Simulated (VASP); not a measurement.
A run of VASP 6.6.1 is set up as follows.

POSCAR

```
Al2O3
1.0
    3.0174825440      0.0000000000      0.0000000000
   -1.5087412720      2.6132165386      0.0000000000
    0.0000000000      0.0000000000      7.5746360022
Al O
2 3
Direct
    0.0000000000      0.0000000000      0.2779510000
    0.0000000000      0.0000000000      0.7220490000
    0.3333333333      0.6666666667      0.1994540000
    0.6666666667      0.3333333333      0.8005460000
    0.0000000000      0.0000000000      0.5000000000
```

File INCAR.step1:

```
SYSTEM = Al2O3
PREC     = Accurate       ! precision mode
ENCUT    = 520            ! plane-wave cutoff, eV
ISMEAR   = 0              ! smearing method
SIGMA    = 0.05           ! smearing width, eV
LREAL    = .FALSE.        ! projectors in reciprocal space
LASPH    = .TRUE.         ! aspherical terms in the spheres
NELM     = 80             ! most SCF steps
NBANDS   = 20             ! bands
GGA      = PE             ! functional
ALGO     = Normal         ! electronic algorithm
EDIFF    = 1E-4           ! SCF threshold, eV
LWAVE    = .TRUE.         ! write WAVECAR
LCHARG   = .FALSE.        ! write CHGCAR
```

Contents of INCAR.step2:

```
SYSTEM = Al2O3
PREC     = Accurate       ! precision mode
ENCUT    = 520            ! plane-wave cutoff, eV
EDIFF    = 1E-6           ! SCF threshold, eV
ISMEAR   = 0              ! smearing method
SIGMA    = 0.05           ! smearing width, eV
LREAL    = .FALSE.        ! projectors in reciprocal space
LASPH    = .TRUE.         ! aspherical terms in the spheres
NELM     = 80             ! most SCF steps
ALGO     = Normal         ! electronic algorithm
ISIF     = 2              ! what is computed and relaxed
LWAVE    = .FALSE.        ! write WAVECAR
LCHARG   = .TRUE.         ! write CHGCAR
METAGGA  = R2SCAN         ! meta-GGA
LMIXTAU  = .TRUE.       
LELF     = .TRUE.         ! ELF
LVHAR    = .TRUE.       
NBANDS   = 20             ! bands
ISTART   = 1
```

KPOINTS

```
regular mesh
0
G
  12 12 4
  0 0 0
```

Potentials or basis: VASP PAW PBE potentials, release 64 (Al, O).

Launch:

```console
$ cat potpaw_PBE.64/Al/POTCAR potpaw_PBE.64/O/POTCAR > POTCAR
$ cp INCAR.step1 INCAR
$ mpirun -np 1 vasp_std > vasp.out
$ cp INCAR.step2 INCAR
$ mpirun -np 1 vasp_std > vasp.out
```

(1) What does it give for the band gap on the k mesh?

(2) Predict the pressure.

Answers

(1) 2.95 eV, direct.

(2) -5.6 GPa.

Caveat: the PAW data sets were made with another functional, which shifts forces and pressure a little.
